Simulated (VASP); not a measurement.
# K8Ta8O25 (a cell with a defect) in VASP: single point with PBEsol

Aim: the single point of K8Ta8O25 (a cell with a defect) with PBEsol.

Everything below comes from runs of VASP 6.6.1. Logs are shortened: lines on timing, memory, paths and dates and some standing lists are left out, and cuts for length are marked.

### Step 1. The cell of the first run

The cell holds a defect, 41 atoms: a = 7.971 Å, b = 7.971 Å, c = 7.971 Å, α = 90.00°, β = 90.00°, γ = 90.00°.

### Step 2. Single point, PBEsol, collinear spin

Input file INCAR:

```
SYSTEM = K8Ta8O25
ALGO     = Normal         ! electronic algorithm
EDIFF    = 1E-6           ! SCF threshold, eV
ENCUT    = 520            ! plane-wave cutoff, eV
GGA      = PS             ! functional
GGA_COMPAT= .False.      
ISIF     = 2              ! what is computed and relaxed
ISMEAR   = -1             ! smearing method
ISPIN    = 2              ! spin polarisation
ISYM     = -1           
LASPH    = .True.         ! aspherical terms in the spheres
LCHARG   = .True.         ! write CHGCAR
LELF     = .True.         ! ELF
LMAXMIX  = 4              ! l up to which the mixer works
LORBIT   = 11             ! projections on sites
LREAL    = Auto         
LVHAR    = .True.       
LWAVE    = .False.        ! write WAVECAR
MAGMOM   = 0 0 0 0.143 0 0 0 0.143 0 0 0 0 0 0 0 0 0 0.143 0 0.143 0 0 0 0 0 0 0 0 0 0 0 0 0 0 0.143 0.143 0 0 0 0 0.143 ! initial moments
NBANDS   = 185            ! bands
NELECT   = 309.0        
NELM     = 200            ! most SCF steps
PREC     = Accurate       ! precision mode
SIGMA    = 0.05           ! smearing width, eV
```

Input file KPOINTS:

```
explicit points
1
Reciprocal
  0.25000000   0.25000000   0.25000000 1
```

Input file POSCAR:

```
K8Ta8O25
1.0
    7.9708780000      0.0000000000      0.0000000000
    0.0000000000      7.9708780000      0.0000000000
    0.0000000000      0.0000000000      7.9708780000
K Ta O
8 8 25
Direct
    0.9954380000      0.9960070000      0.9994530000
    0.9839460000      0.0045990000      0.5008940000
    0.9951150000      0.4919880000      0.0005530000
    0.9869320000      0.4857900000      0.5000730000
    0.5057470000      0.9961390000      0.9998210000
    0.5133990000      0.0020200000      0.5004540000
    0.5054460000      0.4920170000      0.0008770000
    0.5166960000      0.4837410000      0.4995140000
    0.2500540000      0.2419400000      0.2505830000
    0.2508330000      0.2460750000      0.7496620000
    0.2522000000      0.7477910000      0.2431350000
    0.2491330000      0.7401710000      0.7572890000
    0.7501350000      0.2443330000      0.2490730000
    0.7506410000      0.2440630000      0.7514900000
    0.7523060000      0.7444000000      0.2509030000
    0.7492460000      0.7439640000      0.7501010000
    0.2503440000      0.2439070000      0.0000160000
    0.2503580000      0.2441130000      0.4999730000
    0.2502140000      0.7440280000      0.0000480000
    0.2423170000      0.8326330000      0.5041830000
    0.7501650000      0.2438390000      0.0000110000
    0.7500400000      0.2439990000      0.4999990000
    0.7500320000      0.7438610000      0.9999060000
    0.7503720000      0.7438230000      0.4999090000
    0.9996750000      0.2429930000      0.2507490000
    0.0001450000      0.2440190000      0.7492550000
    0.0030470000      0.7447250000      0.2533410000
    0.0028930000      0.7423690000      0.7468730000
    0.5002780000      0.2436700000      0.2507680000
    0.5007930000      0.2448000000      0.7493500000
    0.4974250000      0.7454350000      0.2532650000
    0.4973030000      0.7429150000      0.7461580000
    0.2498260000      0.9967780000      0.2312560000
    0.2525920000      0.9972660000      0.7709170000
    0.2479750000      0.4906240000      0.2287100000
    0.2506180000      0.4911560000      0.7687340000
    0.7501040000      0.9932130000      0.2493460000
    0.7501140000      0.9929500000      0.7506510000
    0.7502490000      0.4947290000      0.2492840000
    0.7504020000      0.4944310000      0.7507000000
    0.2570460000      0.6547930000      0.4954950000
```

Potentials or basis: VASP PAW PBE potentials, release 64 (K_sv, Ta_pv, O).

Command:

```bash
$ cat potpaw_PBE.64/K_sv/POTCAR potpaw_PBE.64/Ta_pv/POTCAR potpaw_PBE.64/O/POTCAR > POTCAR
$ mpirun -np 1 vasp_std > vasp.out
```

OUTCAR:

```text
SYSTEM = K8Ta8O25
   EDIFF = 1E-6
   ENCUT = 520
   GGA = PS
   ISIF = 2
   ISMEAR = -1
   ISPIN = 2
   ISYM = -1
   LASPH = .True.
   LORBIT = 11
   LREAL = Auto
   NELECT = 309.0
   NELM = 200
   PREC = Accurate

 ion  position               nearest neighbor table
   1  0.995  0.996  0.999-  34 2.74  33 2.74  21 2.78  38 2.79  37 2.79  23 2.80  26 2.81  25 2.81
                            17 2.83  27 2.85  28 2.85  19 2.86  14 3.41  13 3.42  15 3.43  16 3.44
   2  0.984  0.005  0.501-  20 2.47  22 2.67  38 2.73  37 2.74  26 2.75  25 2.76  24 2.79  18 2.86
                            27 2.86  28 2.87  14 3.33  13 3.34  15 3.42  16 3.43   9 3.47  10 3.49
   3  0.995  0.492  0.001-  35 2.71  36 2.75  21 2.78  39 2.78  40 2.79  23 2.80  25 2.81  26 2.81
                            17 2.84  28 2.84  27 2.85  19 2.86  13 3.41  14 3.41  12 3.43  15 3.43
   4  0.987  0.486  0.500-  41 2.54  22 2.70  40 2.75  39 2.75  26 2.77  25 2.78  24 2.79  28 2.84
                            18 2.85  27 2.85  13 3.36  14 3.36  15 3.42  16 3.43  10 3.47   9 3.48
   5  0.506  0.996  1.000-  34 2.72  33 2.75  21 2.77  38 2.78  37 2.78  23 2.80  29 2.81  30 2.81
                            17 2.84  31 2.84  32 2.86  19 2.86  14 3.41  13 3.41  11 3.43  16 3.43
   6  0.513  0.002  0.500-  20 2.55  22 2.70  38 2.75  37 2.75  29 2.77  30 2.77  24 2.79  31 2.84
                            32 2.85  18 2.85  14 3.36  13 3.36  16 3.42  15 3.44   9 3.47  10 3.48
   7  0.505  0.492  0.001-  35 2.74  36 2.75  21 2.78  39 2.78  40 2.79  23 2.80  29 2.81  30 2.81
                            17 2.84  32 2.85  31 2.85  19 2.86  13 3.41  14 3.42  16 3.44  12 3.44
   8  0.517  0.484  0.500-  41 2.48  22 2.67  39 2.73  40 2.74  30 2.76  29 2.76  24 2.79  18 2.86
                            32 2.86  31 2.87  13 3.33  14 3.34  16 3.42  15 3.43  10 3.47   9 3.49
   9  0.250  0.242  0.251-  33 1.96  18 1.99  35 1.99  29 1.99  25 2.00  17 2.00   1 3.46   5 3.46
                             6 3.47   2 3.47   3 3.47   7 3.48   4 3.48   8 3.49
  10  0.251  0.246  0.750-  36 1.96  18 1.99  34 1.99  30 1.99  17 2.00  26 2.00   7 3.46   3 3.46
                             4 3.47   8 3.47   5 3.47   1 3.48   6 3.48   2 3.49
  11  0.252  0.748  0.243-  19 1.94  31 1.96  33 1.99  27 1.99  35 2.05  41 2.14  20 2.19   5 3.43
                             1 3.45   7 3.46   3 3.48   6 3.56   2 3.60   4 3.61   8 3.61
  12  0.249  0.740  0.757-  19 1.94  28 1.96  32 1.98  36 1.99  34 2.05  20 2.15  41 2.20   3 3.43
                             7 3.44   1 3.46   5 3.48   4 3.56   8 3.60   6 3.60   2 3.62
  13  0.750  0.244  0.249-  21 1.99  25 1.99  29 1.99  39 2.00  22 2.00  37 2.00   8 3.33   2 3.34
                             4 3.36   6 3.36   7 3.41   3 3.41   5 3.41   1 3.42
  14  0.751  0.244  0.751-  21 1.98  26 1.99  30 1.99  40 2.00  38 2.00  22 2.00   2 3.33   8 3.34
                             4 3.36   6 3.36   1 3.41   5 3.41   3 3.41   7 3.42
  15  0.752  0.744  0.251-  37 1.98  24 1.98  39 1.99  27 2.00  23 2.00  31 2.03   2 3.42   4 3.42
                             8 3.43   3 3.43   1 3.43   6 3.44   7 3.45   5 3.45
  16  0.749  0.744  0.750-  38 1.98  40 1.99  23 1.99  24 1.99  32 2.01  28 2.02   6 3.42   8 3.42
                             2 3.43   5 3.43   4 3.43   7 3.44   1 3.44   3 3.44
  17  0.250  0.244  0.000-  10 2.00   9 2.00   1 2.83   5 2.84   7 2.84   3 2.84
  18  0.250  0.244  0.500-   9 1.99  10 1.99   6 2.85   4 2.85   2 2.86   8 2.86
[... 220 lines left out ...]
      3     -32.5473      1.00000
      4     -32.5435      1.00000
      5     -32.4922      1.00000
      6     -32.4860      1.00000
[... 158 lines left out ...]
    165       6.4863      0.00000
    166       6.5196      0.00000
 Fermi energy:         1.7050647938

 spin component 2

 k-point     1 :       0.2500    0.2500    0.2500
  band No.  band energies     occupation
      1     -32.7953      1.00000
      2     -32.7004      1.00000
      3     -32.5436      1.00000
      4     -32.5398      1.00000
      5     -32.4867      1.00000
      6     -32.4805      1.00000
[... 158 lines left out ...]
    165       6.4776      0.00000
    166       6.5133      0.00000
 [bands above 166 left out]

------------------------ aborting loop because EDIFF is reached ----------------------------------------

  FORCE on cell =-STRESS in cart. coord.  units (eV):
  Direction    XX          YY          ZZ          XY          YZ          ZX
  --------------------------------------------------------------------------------------
  -------------------------------------------------------------------------------------
  Total       -1.6818461      1.5296277      2.8622093     -1.5017216     -2.1013198     -1.5734608
  in kB       -5.3208175      4.8392474      9.0551050     -4.7509618     -6.6478966     -4.9779214
  external PRESSURE =       2.8578450 kB  Pullay stress =       0.0000000 kB

 VOLUME and BASIS-vectors are now :
 -----------------------------------------------------------------------------
  energy-cutoff  :      520.00
  volume of cell :      506.43
      direct lattice vectors                 reciprocal lattice vectors
     7.970878000  0.000000000  0.000000000     0.125456694  0.000000000  0.000000000
     0.000000000  7.970878000  0.000000000     0.000000000  0.125456694  0.000000000
     0.000000000  0.000000000  7.970878000     0.000000000  0.000000000  0.125456694

 POSITION                                       TOTAL-FORCE (eV/Angst)
 -----------------------------------------------------------------------------------
      7.93451      7.93905      7.96652         0.046239     -0.008282     -0.003435
      7.84291      0.03666      3.99256         0.041022     -0.017278      0.000851
      7.93194      3.92158      0.00441         0.044934     -0.000404      0.007136
      7.86671      3.87217      3.98602         0.046952      0.018496     -0.014805
      4.03125      7.94010      7.96945        -0.045269     -0.012090     -0.009922
      4.09224      0.01610      3.98906        -0.049030     -0.019883      0.012633
[... 33 lines left out ...]
      5.98136      3.94105      5.98374         0.005902     -0.025714      0.001542
      2.04888      5.21928      3.94953        -0.027128     -0.393439      0.004759
 -----------------------------------------------------------------------------------
    total drift:                                0.000963      0.025525      0.001512

  FREE ENERGIE OF THE ION-ELECTRON SYSTEM (eV)
  ---------------------------------------------------
  free  energy   TOTEN  =      -348.6511021774 eV

  energy  without entropy=     -348.5662474106  energy(sigma->0) =     -348.60867479

 total charge

# of ion       s       p       d       tot
------------------------------------------
    1        1.960   5.586   0.049   7.595
    2        1.962   5.590   0.055   7.606
    3        1.960   5.586   0.049   7.596
    4        1.961   5.589   0.052   7.603
    5        1.960   5.586   0.049   7.596
    6        1.961   5.589   0.052   7.602
[... 33 lines left out ...]
   40        1.559   3.496   0.000   5.055
   41        1.596   3.376   0.000   4.972
--------------------------------------------------
tot         57.521 182.550  17.036 257.107

 magnetization (x)

# of ion       s       p       d       tot
------------------------------------------
    1        0.000   0.000   0.000   0.000
    2       -0.000  -0.000  -0.000  -0.000
    3        0.000   0.000   0.000   0.000
    4        0.000  -0.000   0.000  -0.000
    5        0.000   0.000   0.000   0.000
    6        0.000  -0.000   0.000  -0.000
[... 33 lines left out ...]
   40       -0.000  -0.005   0.000  -0.005
   41       -0.001  -0.064   0.000  -0.065
--------------------------------------------------
tot         -0.008  -0.744   0.051  -0.701
```

Run time: 7 min. Hardware: 1 thread of AMD EPYC 7R13 (Zen 3), shared host; peak memory 0.69 GiB.

Results:

- Free energy: -348.6511 eV
- Largest force: 0.398 eV/Å
- Net moment: -0.84 μB per cell
- Site moments: K +0.00, -0.00 (each value once); Ta +0.02, +0.01, +0.00 (each value once); O -0.18, -0.01, -0.03, -0.07, -0.00, -0.02, -0.15 (each value once) μB
- Valence electrons inside the program's atomic spheres: K 7.59, 7.61, 7.60 (each value once); Ta 8.80, 8.78, 8.76, 8.75 (each value once); O 5.02, 5.05, 5.08, 4.97, 5.06 (each value once)

Forces on the atoms (eV/Å):
```
K    0.046 -0.008 -0.003
K    0.041 -0.017  0.001
K    0.045  0.000  0.007
K    0.047  0.018 -0.015
K   -0.045 -0.012 -0.010
K   -0.049 -0.020  0.013
K   -0.051  0.004  0.005
K   -0.047  0.024 -0.006
Ta  -0.011  0.186 -0.209
Ta   0.006 -0.189  0.199
Ta  -0.062 -0.150  0.050
Ta   0.051  0.154 -0.060
Ta   0.010 -0.027 -0.003
Ta  -0.019  0.023 -0.005
Ta   0.004  0.027 -0.005
Ta  -0.020 -0.033 -0.011
O   -0.004  0.000 -0.004
O   -0.005 -0.001  0.012
O    0.006  0.001 -0.011
O    0.051  0.394  0.010
O    0.004  0.000  0.006
O    0.007 -0.006  0.003
O    0.002  0.001  0.006
O   -0.004  0.001  0.012
O   -0.100 -0.004  0.009
O   -0.085  0.010 -0.006
O   -0.103 -0.001  0.001
O   -0.113 -0.002 -0.005
O    0.097 -0.007  0.007
O    0.097  0.006 -0.011
O    0.129  0.000  0.004
O    0.102  0.001  0.002
O    0.015  0.002  0.039
O   -0.029  0.019 -0.040
O    0.029 -0.027  0.045
O   -0.017 -0.006 -0.028
O   -0.007  0.046 -0.002
O    0.004  0.045  0.001
O   -0.002 -0.033 -0.004
O    0.006 -0.026  0.002
O   -0.027 -0.393  0.005
```

Levels at points of the mesh, in eV from the Fermi level:
Spin up:
| k point | band 150 | band 151 | band 152 | band 153 | band 154 | band 155 | band 156 | band 157 | band 158 | band 159 |
| --- | --- | --- | --- | --- | --- | --- | --- | --- | --- | --- |
| (0.25, 0.25, 0.25) | -0.23 | -0.21 | -0.16 | -0.15 | -0.13 | 0.05 | 2.89 | 3.07 | 3.13 | 3.14 |
Spin down:
```tsv
k point	band 151	band 152	band 153	band 154	band 155	band 156	band 157	band 158	band 159	band 160
(0.25, 0.25, 0.25)	-0.29	-0.24	-0.23	-0.19	-0.16	2.89	3.07	3.13	3.14	3.20
```

Caveat: the cell carries a net charge on a neutralising background, which shifts energy and pressure; the cell is charged against a uniform background, so pressure and absolute levels hang on convention; the PAW data sets were made with another functional, which shifts forces and pressure a little; spin-orbit coupling is left out, which moves the levels of the heavy elements.
